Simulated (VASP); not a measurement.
Cs, 1 atom in the cell. It takes space group Fm-3m (No. 225, cubic). Conventional cell: a = 7.897 Å, b = 7.897 Å, c = 7.897 Å, α = 90.00°, β = 90.00°, γ = 90.00°. This isn't the form of Cs at room conditions, which is bcc.

| Quantity | Value |
| --- | --- |
| Program | VASP 6.6.1 |
| Task | single point |
| Functional | PBE |
| Potentials or basis | VASP PAW PBE potentials, release 64 (Cs_sv) |
| Cutoff | 400 eV |
| k mesh | 7 × 7 × 7 |
| Occupations | methfessel-paxton, width 0.1 eV |
| Spin | no spin polarisation |
| Tolerance level | tight |
| Purpose | restart |
| Start | from scratch |
| Further INCAR settings | ALGO = Normal; EDIFF = 1e-06 |

Potentials or basis: VASP PAW PBE potentials, release 64 (Cs_sv).

The run is started by

```console
$ cat potpaw_PBE.64/Cs_sv/POTCAR > POTCAR
$ mpirun -np 1 vasp_std > vasp.out
```

Hardware: 1 thread of Intel(R) Xeon(R) Platinum 8488C (Sapphire Rapids) (shared host).

Task: How long does it take, and how much memory?

Result: It took 9.1 s on 1 thread of Intel(R) Xeon(R) Platinum 8488C (Sapphire Rapids), on a shared host, peak memory 0.19 GiB. Counts: scf iterations 10, k points 20.
